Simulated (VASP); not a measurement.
Wanted: the native input for a VASP 6.6.1 run.

* Task: single point
* Functional: LDA
* Potentials or basis: VASP PAW LDA potentials, release 64 (Zr_sv, C)
* Cutoff: 520 eV
* k mesh: 8 × 8 × 8
* Occupations: gaussian, width 0.1 eV
* Spin: no spin polarisation
* Dipole correction: no
* Further INCAR settings: ALGO = Normal; EDIFF = 1e-06; NBANDS = 15

The structure of ZrC lies in POSCAR:

```
ZrC
1.0
    0.0000000000      2.3207599043      2.3207599043
    2.3207599043      0.0000000000      2.3207599043
    2.3207599043      2.3207599043      0.0000000000
Zr C
1 1
Direct
    0.5000000000      0.5000000000      0.5000000000
    0.0000000000      0.0000000000      0.0000000000
```

One way to write it, as run:

INCAR

```
SYSTEM = ZrC
PREC     = Accurate       ! precision mode
ENCUT    = 520            ! plane-wave cutoff, eV
EDIFF    = 1E-6           ! SCF threshold, eV
ISMEAR   = 0              ! smearing method
SIGMA    = 0.1            ! smearing width, eV
LREAL    = .False.        ! projectors in reciprocal space
LASPH    = .True.         ! aspherical terms in the spheres
NELM     = 80             ! most SCF steps
ALGO     = Normal         ! electronic algorithm
ISIF     = 2              ! what is computed and relaxed
LWAVE    = .False.        ! write WAVECAR
LCHARG   = .True.         ! write CHGCAR
GGA      = CA             ! functional
LELF     = .True.         ! ELF
LVHAR    = .True.       
NBANDS   = 15             ! bands
```

KPOINTS

```
regular mesh
0
Gamma
  8 8 8
  0 0 0
```

Potentials or basis: VASP PAW LDA potentials, release 64 (Zr_sv, C).

Command:

```console
$ cat potpaw_LDA.64/Zr_sv/POTCAR potpaw_LDA.64/C/POTCAR > POTCAR
$ mpirun -np 1 vasp_std > vasp.out
```

It gave:

```
Pressure               : 0.6 GPa
Band gap on the k mesh : zero (band 8 reaches 10.85 eV, above the bottom of band 9 at 9.52 eV)
```

Wall time 7.5 s on 1 thread of Intel Xeon 6975P-C, with other jobs on the host, peak memory 0.13 GiB.
